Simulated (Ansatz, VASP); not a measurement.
# One calculation of B2Ir, two programs

```
B Ir
1.0
     2.69520    0.00000    0.00000
     0.00000    2.69520    0.00000
     0.00000    0.00000    4.20161
B Ir
2 1
Cartesian
  1.3476 1.3476 1.2660
  1.3476 1.3476 2.9356
  0.0000 0.0000 0.0000
```

Change from the starting cell: species swapped into the FeSi2 type (P4/mmm, No. 123).

Alike in both runs: functional PBE; k mesh 8 × 8 × 4; occupations gaussian, width 0.1 eV; no spin polarisation.

Ansatz relaxed the structure, and its values are those at the end. VASP's run is a single point on that final structure, the one shown.

|  | VASP | Ansatz |
| --- | --- | --- |
| version | VASP 6.6.1 | Ansatz 0.2.0 |
| potentials or method | VASP PAW PBE potentials, release 64 (B, Ir), cutoff 500 eV | scalar-relativistic, plane waves, PAW |
| valence electrons in the cell | 15 | 23 |

|  | VASP | Ansatz | Ansatz less VASP |
| --- | --- | --- | --- |
| gap on the k mesh at the Fermi level (eV) | none | none | - |
| pressure (GPa) | 0.5 | 0.0 | -0.50 |
| rms of the force components (eV/Å) | 0.022 | 0.001 | -0.0206 |

A gap of «none» marks a metal or a gap that the smearing closes. With one functional, cell and mesh, what is left measures potentials, basis and numerics. VASP's potentials hold 15 valence electrons a cell and Ansatz's 23, so a difference there can come from the potentials and not from the codes.

The k mesh is coarse, so the values compare programs but aren't converged. Neither program's run includes spin-orbit coupling.
